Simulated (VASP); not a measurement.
# Sn3Se (Fm-3m) in VASP: a series of runs, part 2 of 2

VASP 6.6.1. The steps go on from the part before.

**3. Vibrations by perturbation theory, PBEsol**

Contents of INCAR:

```
SYSTEM = Sn3Se
PREC = Accurate
ENCUT = 520
EDIFF = 1E-8
ISMEAR = -1
SIGMA = 0.05
LREAL = .False.
LASPH = .True.
NELM = 80
ALGO = Normal
ISIF = 2
LWAVE = .False.
LCHARG = .True.
GGA = PS
IBRION = 8
NSW = 1
```

Contents of KPOINTS:

```
regular mesh
0
Gamma
  6 6 6
  0 0 0
```

Contents of POSCAR:

```
Sn3Se
1.0
    0.0000000000      3.7331380000      3.7331380000
    3.7331380000      0.0000000000      3.7331380000
    3.7331380000      3.7331380000      0.0000000000
Sn Se
3 1
Direct
    0.5000000000      0.5000000000      0.5000000000
    0.7500000000      0.7500000000      0.7500000000
    0.2500000000      0.2500000000      0.2500000000
    0.0000000000      0.0000000000      0.0000000000
```

Potentials or basis: VASP PAW PBE potentials, release 64 (Sn_d, Se).

Launch:

```
> cat potpaw_PBE.64/Sn_d/POTCAR potpaw_PBE.64/Se/POTCAR > POTCAR
> mpirun -np 1 vasp_std > vasp.out
```

OUTCAR:

```text
SYSTEM = Sn3Se
   PREC = Accurate
   ENCUT = 520
   EDIFF = 1E-8
   ISMEAR = -1
   LREAL = .False.
   LASPH = .True.
   NELM = 80
   ISIF = 2
   GGA = PS
   IBRION = 8
   NSW = 1

 ion  position               nearest neighbor table
   1  0.500  0.500  0.500-   3 3.23   3 3.23   3 3.23   2 3.23   2 3.23   2 3.23   3 3.23   2 3.23

   2  0.750  0.750  0.750-   1 3.23   1 3.23   1 3.23   4 3.23   4 3.23   4 3.23   4 3.23   1 3.23
                             3 3.73   3 3.73   3 3.73   3 3.73   3 3.73   3 3.73
   3  0.250  0.250  0.250-   4 3.23   4 3.23   4 3.23   1 3.23   1 3.23   1 3.23   4 3.23   1 3.23
                             2 3.73   2 3.73   2 3.73   2 3.73   2 3.73   2 3.73
   4  0.000  0.000  0.000-   2 3.23   2 3.23   2 3.23   3 3.23   3 3.23   3 3.23   3 3.23   2 3.23

  LATTYP: Found a face centered cubic cell.
 ALAT       =     7.4662760000

  Lattice vectors:

 A1 = (   0.0000000000,   3.7331380000,   3.7331380000)
 A2 = (   3.7331380000,   0.0000000000,   3.7331380000)
 A3 = (   3.7331380000,   3.7331380000,   0.0000000000)

Analysis of symmetry for initial positions (statically):
=====================================================================
 Subroutine PRICEL returns:
 Original cell was already a primitive cell.

 Routine SETGRP: Setting up the symmetry group for a
 face centered cubic supercell.

 Subroutine GETGRP returns: Found 48 space group operations
 (whereof 48 operations were pure point group operations)
 out of a pool of 48 trial point group operations.

The static configuration has the point symmetry O_h .

Analysis of symmetry for dynamics (positions and initial velocities):
=====================================================================
 Subroutine PRICEL returns:
 Original cell was already a primitive cell.

 Routine SETGRP: Setting up the symmetry group for a
 face centered cubic supercell.

 Subroutine GETGRP returns: Found 48 space group operations
 (whereof 48 operations were pure point group operations)
 out of a pool of 48 trial point group operations.

The dynamic configuration has the point symmetry O_h .

 Subroutine INISYM returns: Found 48 space group operations
 (whereof 48 operations are pure point group operations),
 and found     1 'primitive' translations

----------------------------------------------------------------------------------------

                                     Primitive cell

  volume of cell :     104.0524

  direct lattice vectors                    reciprocal lattice vectors
[... 640 lines left out ...]
  Total       -2.0868438     -2.0868438     -2.0868438     -0.0000000     -0.0000000      0.0000000
  in kB      -32.1327871    -32.1327871    -32.1327871     -0.0000000     -0.0000000      0.0000000
  external PRESSURE =     -32.1327871 kB  Pullay stress =       0.0000000 kB

 VOLUME and BASIS-vectors are now :
 -----------------------------------------------------------------------------
  energy-cutoff  :      520.00
  volume of cell :      104.05
      direct lattice vectors                 reciprocal lattice vectors
     0.000000000  3.733138000  3.733138000    -0.133935579  0.133935579  0.133935579
     3.733138000  0.000000000  3.733138000     0.133935579 -0.133935579  0.133935579
     3.733138000  3.733138000  0.000000000     0.133935579  0.133935579 -0.133935579

 POSITION                                       TOTAL-FORCE (eV/Angst)
 -----------------------------------------------------------------------------------
      3.73314      3.73314      3.73314         0.000000      0.000000      0.000000
      5.59971      5.59971      5.59971        -0.000000     -0.000000     -0.000000
      1.86657      1.86657      1.86657         0.000000      0.000000      0.000000
      0.00000      0.00000      0.00000         0.000000      0.000000      0.000000
 -----------------------------------------------------------------------------------
    total drift:                               -0.000000     -0.000000      0.000000

  FREE ENERGIE OF THE ION-ELECTRON SYSTEM (eV)
  ---------------------------------------------------
  free  energy   TOTEN  =       -16.5840999038 eV

  energy  without entropy=      -16.5521273314  energy(sigma->0) =      -16.56811362

[... ionic steps 2 to 12 ...]

--------------------------------------- Ionic step       13  -------------------------------------------

 Free energy of the ion-electron system (eV)
  ---------------------------------------------------
  ---------------------------------------------------
  free energy    TOTEN  =        -0.08650599 eV

  energy without entropy =       -0.08650600

------------------------ aborting loop because EDIFF is reached ----------------------------------------

 INTERNAL STRAIN TENSOR  FOR ION    4  DIRECTION 1   (eV/Angst):
 -----------------------------------------------------------------------------
    -0.10257  0.00000  0.00000
     0.00000  0.03872 -0.00000
     0.00000 -0.00000  0.03872

 INTERNAL STRAIN TENSOR FOR ION    4 for displacements in x,y,z  (eV/Angst):
          X           Y           Z          XY          YZ          ZX
  --------------------------------------------------------------------------------
  x     0.00000     0.00000     0.00000     0.00000     0.00000     0.00000
  y     0.00000     0.00000     0.00000     0.00000     0.00000     0.00000
  z     0.00000     0.00000     0.00000     0.00000     0.00000     0.00000

 SECOND DERIVATIVES (NOT SYMMETRIZED)
 ------------------------------------
               1X          1Y          1Z          2X          2Y          2Z          3X          3Y          3Z          4X          4Y          4Z
  1X    -2.386403    0.000000    0.000000    0.370990    0.000000    0.000000    0.370990    0.000000    0.000000    1.644423    0.000000    0.000000
  1Y     0.000000   -2.386403    0.000000    0.000000    0.370990    0.000000    0.000000    0.370990    0.000000    0.000000    1.644423    0.000000
  1Z     0.000000    0.000000   -2.386403    0.000000    0.000000    0.370990    0.000000    0.000000    0.370990    0.000000    0.000000    1.644423
  2X     0.371682    0.000000    0.000000   -0.411213    0.000000    0.000000    0.498753    0.000000    0.000000   -0.459222    0.000000    0.000000
  2Y     0.000000    0.371682    0.000000    0.000000   -0.411213   -0.000000    0.000000    0.498753    0.000000    0.000000   -0.459222    0.000000
  2Z     0.000000    0.000000    0.371682    0.000000   -0.000000   -0.411213    0.000000    0.000000    0.498753    0.000000    0.000000   -0.459222
  3X     0.371682    0.000000    0.000000    0.498753    0.000000    0.000000   -0.411213    0.000000    0.000000   -0.459222    0.000000    0.000000
  3Y     0.000000    0.371682    0.000000    0.000000    0.498753    0.000000    0.000000   -0.411213   -0.000000    0.000000   -0.459222    0.000000
  3Z     0.000000    0.000000    0.371682    0.000000    0.000000    0.498753    0.000000   -0.000000   -0.411213    0.000000    0.000000   -0.459222
  4X     1.628698    0.000000    0.000000   -0.467086    0.000000    0.000000   -0.467086    0.000000    0.000000   -0.694525    0.000000    0.000000
  4Y     0.000000    1.628698    0.000000    0.000000   -0.467086    0.000000    0.000000   -0.467086    0.000000    0.000000   -0.694525    0.000000
  4Z     0.000000    0.000000    1.628698    0.000000    0.000000   -0.467086    0.000000    0.000000   -0.467086    0.000000    0.000000   -0.694525

 Eigenvectors and eigenvalues of the dynamical matrix
 ----------------------------------------------------

   1 f  =    2.879490 THz    18.092367 2PiTHz   96.049434 cm-1    11.908607 meV
             X         Y         Z           dx          dy          dz
      3.733138  3.733138  3.733138    -0.764797   -0.167353   -0.000000
      5.599707  5.599707  5.599707     0.147781    0.032338   -0.000000
      1.866569  1.866569  1.866569     0.147781    0.032338   -0.000000
      0.000000  0.000000  0.000000     0.570712    0.124884   -0.000000
[... 71 lines left out ...]
  12 f/i=    1.187006 THz     7.458180 2PiTHz   39.594266 cm-1     4.909061 meV
             X         Y         Z           dx          dy          dz
      3.733138  3.733138  3.733138     0.003493   -0.004241    0.346212
      5.599707  5.599707  5.599707    -0.004497    0.005459   -0.445653
      1.866569  1.866569  1.866569    -0.004497    0.005459   -0.445653
      0.000000  0.000000  0.000000     0.007010   -0.008511    0.694746

--------------------------------------------------------------------------------------------------------

 ELASTIC MODULI CONTR FROM IONIC RELAXATION (kBar)
 Direction    XX          YY          ZZ          XY          YZ          ZX
 --------------------------------------------------------------------------------
 XX          -0.0000      0.0000      0.0000     -0.0000      0.0000      0.0000
 YY           0.0000     -0.0000     -0.0000     -0.0000     -0.0000      0.0000
 ZZ           0.0000     -0.0000     -0.0000      0.0000     -0.0000      0.0000
 XY          -0.0000     -0.0000      0.0000    -16.7853      0.0000      0.0000
 YZ           0.0000     -0.0000     -0.0000      0.0000    -16.7853     -0.0000
 ZX           0.0000      0.0000      0.0000      0.0000     -0.0000    -16.7853
 --------------------------------------------------------------------------------
```

Run time: 12 min. Hardware: 1 thread of Intel Xeon 6975P-C, shared host; peak memory 0.48 GiB.

What came out:

* Highest phonon frequency at Γ, LO-TO splitting left out: 96 cm⁻¹
* Most unstable mode: 40i cm⁻¹

Phonon frequencies in cm⁻¹ (negative: imaginary):
```tsv
q point	frequencies
(0.000, 0.000, 0.000)	-40 -40 -40 0 0 0 46 46 46 96 96 96
```

Caveat: the cell wasn't relaxed at this level first, which shifts response properties; some modes are imaginary; the PAW data sets were made with another functional, which shifts forces and pressure a little; spin-orbit coupling is left out, which moves the levels of the heavy elements.
